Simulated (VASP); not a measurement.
# TiO2: single point with PBE+U

TiO2:

```
Ti O
1.0
     2.62524   -2.62531   -0.01959
     2.62524    2.62531   -0.01959
    -2.58963    0.00000    4.77522
Ti O
2 4
Cartesian
  1.9778 1.9689 1.1742
  0.6830 -1.9689 3.5618
  -0.6321 -0.6563 3.2333
  3.2930 0.6563 1.5027
  1.9981 -0.6563 3.8903
  0.6627 0.6563 0.8457
```

This cell differs from its parent crystal: atoms shifted along a free coordinate.

| Item | Value |
| --- | --- |
| Program | VASP 6.6.1 |
| Task | single point |
| Functional | PBE |
| Potentials or basis | VASP PAW PBE potentials, release 64 (Ti_sv, O) |
| Cutoff | 520 eV |
| k mesh | 6 × 6 × 6 |
| Occupations | gaussian, width 0.05 eV |
| Spin | no spin polarisation |
| Hubbard terms | Ti d U = 4.0 eV |

```
Pressure               : 21.3 GPa
Largest force          : 0.740 eV/Å
Band gap on the k mesh : 2.56 eV (least direct gap 3.12 eV)
```

Forces on the atoms (eV/Å):
```
Ti   0.000  0.000  0.000
Ti   0.000  0.000  0.000
O   -0.006  0.000 -0.740
O    0.006  0.000  0.740
O    0.006  0.000  0.740
O   -0.006  0.000 -0.740
```

Stress tensor (GPa, compression positive):
```
27.96  0.00 -0.15
 0.00 27.96  0.00
-0.15  0.00  7.95
```

Levels at points of the mesh, in eV from the valence-band top:
```
           k point  band 20  band 21  band 22  band 23  band 24  band 25  band 26  band 27  band 28  band 29
(0.00, 0.00, 0.00)    -1.02    -0.93    -0.93    -0.68    -0.68     2.56     3.33     4.16     4.16     4.31
(0.50, 0.00, 0.00)    -2.14    -2.13    -1.22    -1.18    -0.89     3.80     3.82     4.01     4.27     4.77
(0.50, 0.50, 0.00)    -2.88    -2.50    -2.50     0.00     0.00     3.95     3.95     4.39     4.39     5.56
(0.00, 0.00, 0.50)    -1.61    -1.60    -1.60    -0.33    -0.33     2.93     2.93     4.20     4.20     4.29
(0.50, 0.00, 0.50)    -2.14    -2.13    -1.22    -1.18    -0.89     3.80     3.82     4.01     4.27     4.77
(0.50, 0.50, 0.50)    -2.88    -2.50    -2.50     0.00     0.00     3.95     3.95     4.39     4.39     5.56
```

Eigenvalues of the final occupation matrices:
```
    site  spin  trace               eigenvalues
site 1 d     1   0.84  0.10 0.10 0.12 0.24 0.28
site 1 d     2   0.84  0.10 0.10 0.12 0.24 0.28
site 2 d     1   0.84  0.10 0.10 0.12 0.24 0.28
site 2 d     2   0.84  0.10 0.10 0.12 0.24 0.28
```

It took 88 s on 1 thread of Intel(R) Xeon(R) Platinum 8488C (Sapphire Rapids), with other jobs on the host, peak memory 0.24 GiB.

Caveat: the cell differs from its parent crystal (atoms shifted along a free coordinate); the stress differs along the axes, from 8 to 28 GPa. A k mesh can miss the band edges.
